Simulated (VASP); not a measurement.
Here is a VASP 6.6.1 calculation.

The input INCAR:

```
  PREC = Accurate
  ENCUT = 520
  EDIFF = 1E-6
  ISMEAR = -1
  SIGMA = 0.1
  LREAL = F
  LASPH = T
  NELM = 60
  ALGO = Normal
  ISIF = 2
  LWAVE = F
  LCHARG = F
  GGA = PS
  NBANDS = 9
```

KPOINTS

```
Automatic mesh
0
Gamma
  6 6 6
```

POSCAR

```
S
1.0
    2.3156556364      0.0000000000      0.0000000000
    0.0000000000      2.3156556364      0.0000000000
    0.0000000000      0.0000000000      2.3156556364
S
1
Direct
    0.0000000000      0.0000000000      0.0000000000
```

Potentials or basis: VASP PAW PBE potentials, release 64 (S).

Run with:

```console
$ cat potpaw_PBE.64/S/POTCAR > POTCAR
$ mpirun -np 1 vasp_std > vasp.out
```

Problem. What does it give for the pressure?

Solution. 40.5 GPa.

Problem. Estimate the band gap on the k mesh.

Solution. Zero (band 3 reaches 17.14 eV, above the bottom of band 4 at 7.06 eV).

Caveat: the k points lie up to 0.45 Å⁻¹ apart; the PAW data sets were made with another functional, which shifts forces and pressure a little.
